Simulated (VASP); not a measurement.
# TaN (P-6m2) in VASP: further runs, part 2 of 2

VASP 6.6.1. Earlier steps stand in the parts before.

## 3. Single point, PBEsol

This run uses another cell than the first one, of 10.34 Å³/atom.

Input file INCAR:

```
PREC = Accurate
ENCUT = 520
EDIFF = 1E-6
ISMEAR = -1
SIGMA = 0.15
LREAL = F
LASPH = T
NELM = 60
ALGO = Normal
ISIF = 2
LWAVE = F
LCHARG = F
GGA = PS
NBANDS = 15
```

Input file KPOINTS:

```
regular mesh
0
Gamma
  11 11 10
```

Input file POSCAR:

```
TaN
1.0
    2.8982924298      0.0000000000      0.0000000000
   -1.4491462149      2.5099952305      0.0000000000
    0.0000000000      0.0000000000      2.8440357641
Ta N
1 1
Direct
    0.3333333333      0.6666666667      0.5000000000
    0.0000000000      0.0000000000      0.0000000000
```

Potentials or basis: VASP PAW PBE potentials, release 64 (Ta_pv, N).

Launch:

```
$ cat potpaw_PBE.64/Ta_pv/POTCAR potpaw_PBE.64/N/POTCAR > POTCAR
$ mpirun -np 1 vasp_std > vasp.out
```

OUTCAR:

```text
PREC = Accurate
   ENCUT = 520
   EDIFF = 1E-6
   ISMEAR = -1
   LREAL = F
   LASPH = T
   NELM = 60
   ISIF = 2
   GGA = PS

 ion  position               nearest neighbor table
   1  0.333  0.667  0.500-   2 2.20   2 2.20   2 2.20   2 2.20   2 2.20   2 2.20
   2  0.000  0.000  0.000-   1 2.20   1 2.20   1 2.20   1 2.20   1 2.20   1 2.20

  LATTYP: Found a hexagonal cell.
 ALAT       =     2.8982924298
 C/A-ratio  =     0.9812797821

  Lattice vectors:

 A1 = (   2.8982924298,   0.0000000000,   0.0000000000)
 A2 = (  -1.4491462149,   2.5099952305,   0.0000000000)
 A3 = (   0.0000000000,   0.0000000000,   2.8440357641)

Analysis of symmetry for initial positions (statically):
=====================================================================
 Subroutine PRICEL returns:
 Original cell was already a primitive cell.

 Routine SETGRP: Setting up the symmetry group for a
 hexagonal supercell.

 Subroutine GETGRP returns: Found 12 space group operations
 (whereof 12 operations were pure point group operations)
 out of a pool of 24 trial point group operations.

The static configuration has the point symmetry D_3h.

Analysis of symmetry for dynamics (positions and initial velocities):
=====================================================================
 Subroutine PRICEL returns:
 Original cell was already a primitive cell.

 Routine SETGRP: Setting up the symmetry group for a
 hexagonal supercell.

 Subroutine GETGRP returns: Found 12 space group operations
 (whereof 12 operations were pure point group operations)
 out of a pool of 24 trial point group operations.

The dynamic configuration has the point symmetry D_3h.

 Subroutine INISYM returns: Found 12 space group operations
 (whereof 12 operations are pure point group operations),
 and found     1 'primitive' translations

----------------------------------------------------------------------------------------

                                     Primitive cell

  volume of cell :      20.6895

  direct lattice vectors                    reciprocal lattice vectors
     2.898292430  0.000000000  0.000000000     0.345030746  0.199203566  0.000000000
    -1.449146215  2.509995230  0.000000000     0.000000000  0.398407132  0.000000000
     0.000000000  0.000000000  2.844035764     0.000000000  0.000000000  0.351613019

  length of vectors
     2.898292430  2.898292740  2.844035764     0.398407174  0.398407132  0.351613019

  position of ions in fractional coordinates (direct lattice)
     0.333333333  0.666666667  0.500000000
     0.000000000  0.000000000  0.000000000

  ion indices of the primitive-cell ions
   primitive index   ion index
                 1           1
                 2           2

----------------------------------------------------------------------------------------

 KPOINTS: regular mesh

Automatic generation of k-mesh.
 Grid dimensions read from file:
 generate k-points for:   11   11   10

 Generating k-lattice:

  Cartesian coordinates                     Fractional coordinates (reciprocal lattice)
     0.031366431  0.018109415  0.000000000     0.090909091  0.000000000  0.000000000
[... 41 lines left out ...]
   k-points           NKPTS =     96   k-points in BZ     NKDIM =     96   number of bands    NBANDS=     15
   number of dos      NEDOS =    301   number of ions     NIONS =      2
   total plane-waves  NPLWV =  13824
   dimension x,y,z NGX =    24 NGY =   24 NGZ =   24
   dimension x,y,z NGXF=    48 NGYF=   48 NGZF=   48
   ions per type =               1   1
   NGX,Y,Z   is equivalent  to a cutoff of  13.77, 13.77, 14.03 a.u.
   NGXF,Y,Z  is equivalent  to a cutoff of  27.53, 27.53, 28.06 a.u.
 SYSTEM =  unknown system
   PREC   = accura    normal or accurate (medium, high low for compatibility)
   ISTART =      0    job   : 0-new  1-cont  2-samecut
   ICHARG =      2    charge: 1-file 2-atom 10-const
   ISPIN  =      1    spin polarized calculation?
   LNONCOLLINEAR =      F non collinear calculations
   LSORBIT =      F    spin-orbit coupling
   LASPH  =      T    aspherical Exc in radial PAW
   ENCUT  =  520.0 eV  38.22 Ry    6.18 a.u.   5.39  5.39  5.29*2*pi/ulx,y,z
   NELM   =     60;   NELMIN=  2; NELMDL= -5     # of ELM steps
   EDIFF  = 0.1E-05   stopping-criterion for ELM
   LREAL  =      F    real-space projection
   EDIFFG = 0.1E-04   stopping-criterion for IOM
   NSW    =      0    number of steps for IOM
   IBRION =     -1    ionic relax: 0-MD 1-quasi-New 2-CG
   NFREE  =      0    steps in history (QN), initial steepest desc. (CG)
   ISIF   =      2    stress and relaxation
   ISYM   =      2    0-nonsym 1-usesym 2-fastsym
   POTIM  = 0.5000    time-step for ionic-motion
   TEBEG  =    0.0;   TEEND  =   0.0 temperature during run
   PSTRESS=    0.0 pullay stress
   NELECT =      16.0000    total number of electrons
   NUPDOWN=      -1.0000    fix difference up-down
   EMIN   =  10.00;   EMAX   =-10.00  energy-range for DOS
   EFERMI =   0.00;   METHOD = LEGACY
   ISMEAR =    -1;   SIGMA  =   0.15  broadening in eV -4-tet -1-fermi 0-gaus
   EFERMI_NEDOS =   21; number of points for ismear=-14 and -15
   IALGO  =     38    algorithm
   IMIX   =      4    mixing-type and parameters
     AMIX     =   0.40;   BMIX     =  1.00
     AMIX_MAG =   1.60;   BMIX_MAG =  1.00
  volume/ion in A,a.u.               =      10.34        69.81
  Fermi-wavevector in a.u.,A,eV,Ry     =   1.502674  2.839642 30.722352  2.258029
  Thomas-Fermi vector in A             =   2.613884
   LORBIT       =      0    0 simple, 1 ext, 2 COOP (PROOUT), +10 PAW based schemes
   GGA     = PS    functional components
   LHFCALC =     F    Hartree Fock is set to
   AEXX    =    0.0000 exact exchange contribution
   IVDW    =     0    specifies the selected vdW correction
   LEPSILON=     F    determine dielectric tensor
   LRPA    =     F    only Hartree local field effects (RPA)
 non-spin polarized calculation
  energy-cutoff  :      520.00
  volume of cell :       20.69
 maximum number of plane-waves:       580
 NGX is ok and might be reduce to    24
   NGX = 11   NGY = 11   NGZ = 11

 number of electron      15.9999999 magnetization

 Free energy of the ion-electron system (eV)
  ---------------------------------------------------
  ext. energy  EPLUGINS =         0.00000000
  ---------------------------------------------------
  free energy    TOTEN  =       -23.78730793 eV

  energy without entropy =      -23.77780610  energy(sigma->0) =      -23.78255702

 E-fermi :   8.5660     XC(G=0): -13.7292

 val. band max:        8.4972737196   @ k =   0.0000   0.0000   0.4000
 cond. band min:       8.7167055349   @ k =   0.0909   0.0000   0.5000
 fundamental gap:      0.2194318153
 Fermi energy:         8.5659856316

 k-point     1 :       0.0000    0.0000    0.0000
  band No.  band energies     occupation
      1     -26.1344      2.00000
      2     -25.8445      2.00000
      3     -25.8445      2.00000
      4      -9.5262      2.00000
      5       3.7782      2.00000
      6       3.7782      2.00000
      7       4.1038      2.00000
      8       5.5691      2.00000
      9      11.0492      0.00000
     10      12.3163      0.00000
     11      12.3163      0.00000
     12      12.7446      0.00000
     13      12.7446      0.00000
     14      21.8004      0.00000
[... 401 lines left out ...]
      2     -26.1559      2.00000
      3     -25.9858      2.00000
      4      -8.2611      2.00000
      5       1.7410      2.00000
      6       3.5251      2.00000
      7       4.4557      2.00000
      8       5.8075      2.00000
      9      10.4395      0.00001
     10      11.5909      0.00000
     11      13.1740      0.00000
     12      13.7379      0.00000
     13      14.9872      0.00000
     14      21.6138      0.00000
     15      22.0847      0.00000

 [... further k-points ...]

------------------------ aborting loop because EDIFF is reached ----------------------------------------

  FORCE on cell =-STRESS in cart. coord.  units (eV):
  Direction    XX          YY          ZZ          XY          YZ          ZX
  --------------------------------------------------------------------------------------
  -------------------------------------------------------------------------------------
  Total        1.4089576      1.4089580      1.5938200      0.0000000     -0.0000000     -0.0000000
  in kB      109.1084403    109.1084715    123.4240214      0.0000000     -0.0000000     -0.0000000
  external PRESSURE =     113.8803111 kB  Pullay stress =       0.0000000 kB

 VOLUME and BASIS-vectors are now :
 -----------------------------------------------------------------------------
  energy-cutoff  :      520.00
  volume of cell :       20.69
      direct lattice vectors                 reciprocal lattice vectors
     2.898292430  0.000000000  0.000000000     0.345030746  0.199203566  0.000000000
    -1.449146215  2.509995230  0.000000000     0.000000000  0.398407132  0.000000000
     0.000000000  0.000000000  2.844035764     0.000000000  0.000000000  0.351613019

 POSITION                                       TOTAL-FORCE (eV/Angst)
 -----------------------------------------------------------------------------------
     -0.00000      1.67333      1.42202         0.000000      0.000000      0.000000
      0.00000      0.00000      0.00000        -0.000000     -0.000000      0.000000
 -----------------------------------------------------------------------------------
    total drift:                                0.000000      0.000005     -0.000000

  FREE ENERGIE OF THE ION-ELECTRON SYSTEM (eV)
  ---------------------------------------------------
  free  energy   TOTEN  =       -23.7873079285 eV

  energy  without entropy=      -23.7778061029  energy(sigma->0) =      -23.78255702
```

OSZICAR:

```text
N       E                     dE             d eps       ncg     rms          rms(c)
DAV:   1     0.895928634563E+02    0.89593E+02   -0.87898E+03  2880   0.114E+03
DAV:   2    -0.232882441828E+02   -0.11288E+03   -0.10594E+03  3496   0.307E+02
DAV:   3    -0.260816519045E+02   -0.27934E+01   -0.27798E+01  3279   0.451E+01
DAV:   4    -0.260927169794E+02   -0.11065E-01   -0.11061E-01  3776   0.306E+00
DAV:   5    -0.260927803330E+02   -0.63354E-04   -0.63352E-04  3328   0.214E-01    0.258E+01
DAV:   6    -0.238709614415E+02    0.22218E+01   -0.34426E+00  3728   0.224E+01    0.112E+01
DAV:   7    -0.238212826578E+02    0.49679E-01   -0.57939E-01  3069   0.574E+00    0.744E+00
DAV:   8    -0.237947120181E+02    0.26571E-01   -0.12800E-01  3601   0.299E+00    0.153E+00
DAV:   9    -0.237874030035E+02    0.73090E-02   -0.14825E-02  3230   0.101E+00    0.173E-01
DAV:  10    -0.237873873549E+02    0.15649E-04   -0.11047E-03  3608   0.392E-01    0.831E-02
DAV:  11    -0.237873071911E+02    0.80164E-04   -0.10494E-04  3363   0.112E-01    0.905E-03
DAV:  12    -0.237873079766E+02   -0.78547E-06   -0.13175E-05  3062   0.328E-02    0.533E-03
DAV:  13    -0.237873079285E+02    0.48141E-07   -0.37554E-08  1475   0.186E-03
   1 F= -.23787308E+02 E0= -.23782557E+02  d E =-.950183E-02
```

stdout:

```text
POSCAR found type information on POSCAR TaN
 POSCAR found :  2 types and       2 ions
 scaLAPACK will be used
 -----------------------------------------------------------------------------
|                                                                             |
|                                                                             |
|     You enforced a specific xc type in the INCAR file but a different       |
|     I HOPE YOU KNOW WHAT YOU ARE DOING!                                     |
|                                                                             |
 -----------------------------------------------------------------------------

 LDA part: xc-table for (Slater+PW92), standard interpolation
 POSCAR, INCAR and KPOINTS ok, starting setup
 FFT: planning ... GRIDC
 FFT: planning ... GRID_SOFT
 FFT: planning ... GRID
 WAVECAR not read
 entering main loop
```

Wall time 48 s (1 thread of Intel Xeon 8259CL, shared host); peak memory 0.16 GiB.

What came out:

* Free energy: -23.7873 eV
* Pressure: 11.4 GPa
* Band gap on the k mesh: zero (bands 8 and 9 overlap by 0.52 eV)

Caveat: the cell stands under pressure; the PAW data sets were made with another functional, which shifts forces and pressure a little; spin-orbit coupling is left out, which moves the levels of the heavy elements.

## 4. Single point, PBEsol

This run uses another cell than the first one, of 10.56 Å³/atom.

Input file INCAR:

```
SYSTEM = TaN
PREC = Accurate
ENCUT = 520
EDIFF = 1E-6
ISMEAR = -1
SIGMA = 0.15
LREAL = .False.
LASPH = .True.
NELM = 60
ALGO = Normal
ISIF = 2
LWAVE = .False.
LCHARG = .True.
GGA = PS
LELF = .True.
LVHAR = .True.
NBANDS = 15
```

Input file KPOINTS:

```
regular mesh
0
Gamma
  11 11 10
  0 0 0
```

Input file POSCAR:

```
TaN
1.0
    2.9182812851      0.0000000000      0.0000000000
   -1.4591406425      2.5273060895      0.0000000000
    0.0000000000      0.0000000000      2.8636504237
Ta N
1 1
Direct
    0.3333333333      0.6666666667      0.5000000000
    0.0000000000      0.0000000000      0.0000000000
```

Potentials or basis: VASP PAW PBE potentials, release 64 (Ta_pv, N).

Launch:

```
$ cat potpaw_PBE.64/Ta_pv/POTCAR potpaw_PBE.64/N/POTCAR > POTCAR
$ mpirun -np 1 vasp_std > vasp.out
```

OUTCAR:

```text
SYSTEM = TaN
   PREC = Accurate
   ENCUT = 520
   EDIFF = 1E-6
   ISMEAR = -1
   LREAL = .False.
   LASPH = .True.
   NELM = 60
   ISIF = 2
   GGA = PS

 ion  position               nearest neighbor table
   1  0.333  0.667  0.500-   2 2.21   2 2.21   2 2.21   2 2.21   2 2.21   2 2.21
   2  0.000  0.000  0.000-   1 2.21   1 2.21   1 2.21   1 2.21   1 2.21   1 2.21

  LATTYP: Found a hexagonal cell.
 ALAT       =     2.9182812851
 C/A-ratio  =     0.9812797822

  Lattice vectors:

[... 618 lines left out ...]

------------------------ aborting loop because EDIFF is reached ----------------------------------------

  FORCE on cell =-STRESS in cart. coord.  units (eV):
  Direction    XX          YY          ZZ          XY          YZ          ZX
  --------------------------------------------------------------------------------------
  -------------------------------------------------------------------------------------
  Total        0.4049551      0.4049552      0.4695715      0.0000000      0.0000000      0.0000000
  in kB       30.7193819     30.7193907     35.6211003      0.0000000      0.0000000      0.0000000
  external PRESSURE =      32.3532909 kB  Pullay stress =       0.0000000 kB

 VOLUME and BASIS-vectors are now :
 -----------------------------------------------------------------------------
  energy-cutoff  :      520.00
  volume of cell :       21.12
      direct lattice vectors                 reciprocal lattice vectors
     2.918281285  0.000000000  0.000000000     0.342667448  0.197839115  0.000000000
    -1.459140642  2.527306090  0.000000000     0.000000000  0.395678230  0.000000000
     0.000000000  0.000000000  2.863650424     0.000000000  0.000000000  0.349204635

 POSITION                                       TOTAL-FORCE (eV/Angst)
 -----------------------------------------------------------------------------------
     -0.00000      1.68487      1.43183         0.000000     -0.000000      0.000000
      0.00000      0.00000      0.00000        -0.000000      0.000000      0.000000
 -----------------------------------------------------------------------------------
    total drift:                                0.000000      0.000005     -0.000000

  FREE ENERGIE OF THE ION-ELECTRON SYSTEM (eV)
  ---------------------------------------------------
  free  energy   TOTEN  =       -23.8071583450 eV

  energy  without entropy=      -23.7977174777  energy(sigma->0) =      -23.80243791
```

It took 45 s on 1 thread of Intel Xeon 8259CL, shared host; peak memory 0.16 GiB.

Results:

- Free energy: -23.8072 eV
- Pressure: 3.2 GPa
- Band gap on the k mesh: zero (bands 8 and 9 overlap by 0.51 eV)

Stress tensor (GPa, compression positive):
```
3.07 0.00 0.00
0.00 3.07 0.00
0.00 0.00 3.56
```

Caveat: the cell stands under pressure; the PAW data sets were made with another functional, which shifts forces and pressure a little; spin-orbit coupling is left out, which moves the levels of the heavy elements.

## 5. Single point, PBEsol

This run uses another cell than the first one, of 10.99 Å³/atom.

Input file INCAR:

```
PREC = Accurate ; ENCUT = 520
EDIFF = 1E-7 ; ISMEAR = -1
SIGMA = 0.15 ; LREAL = F
LASPH = T ; NELM = 80
ALGO = Normal ; ISIF = 2
LWAVE = F ; LCHARG = F
GGA = PS ; NBANDS = 15
```

Input file KPOINTS:

```
Automatic mesh
0
Gamma
  11 11 10
```

Input file POSCAR:

```
TaN
1.0
    2.9574575207      0.0000000000      0.0000000000
   -1.4787287603      2.5612337096      0.0000000000
    0.0000000000      0.0000000000      2.9020932717
Ta N
1 1
Direct
    0.3333333333      0.6666666667      0.5000000000
    0.0000000000      0.0000000000      0.0000000000
```

Launch:

```
$ cat potpaw_PBE.64/Ta_pv/POTCAR potpaw_PBE.64/N/POTCAR > POTCAR
$ mpirun -np 1 vasp_std > vasp.out
```

Wall time 45 s (1 thread of Intel Xeon 8259CL, shared host); peak memory 0.16 GiB.

The run converged. Its results:

- Free energy: -23.7866 eV
- Pressure: -10.7 GPa
- Band gap on the k mesh: zero (bands 8 and 9 overlap by 0.49 eV)

Stress tensor (GPa, compression positive):
```
-10.28   0.00   0.00
  0.00 -10.28   0.00
  0.00   0.00 -11.39
```

Levels at points of the mesh, in eV from the Fermi level:
```csv
k point,band 6,band 7,band 8,band 9,band 10,band 11
"(0.00, 0.00, 0.00)",-4.50,-4.16,-2.91,2.04,3.48,3.48
"(0.00, 0.00, 0.50)",-3.70,-3.70,-0.13,-0.13,2.35,3.21
```

Caveat: the cell stands under tension; the PAW data sets were made with another functional, which shifts forces and pressure a little; spin-orbit coupling is left out, which moves the levels of the heavy elements.

## 6. Overview

| cell | gap on the mesh (eV) | pressure (GPa) |
| --- | --- | --- |
| a = 2.878, b = 2.878, c = 2.824 Å, angles 90.0, 90.0, 120.0°, 2 atoms | none | 20.5 |
| a = 2.898, b = 2.898, c = 2.844 Å, angles 90.0, 90.0, 120.0°, 2 atoms | none | 11.4 |
| a = 2.918, b = 2.918, c = 2.864 Å, angles 90.0, 90.0, 120.0°, 2 atoms | none | 3.2 |
| a = 2.957, b = 2.957, c = 2.902 Å, angles 90.0, 90.0, 120.0°, 2 atoms | none | -10.7 |

Alike in all rows: task single point; level PBEsol; potentials or basis VASP PAW PBE potentials, release 64 (Ta_pv, N); no spin polarisation; k mesh 11 × 11 × 10; cutoff (eV) 520; smearing fermi-dirac 0.15 eV.

Caveats: the PAW data sets were made with another functional, which shifts forces and pressure a little; spin-orbit coupling is left out, which moves the levels of the heavy elements; the cell stands under pressure (at least some runs); the cell stands under tension (at least some runs).

Total energies depend on the potentials used, so only differences within one code and one set of settings carry meaning.
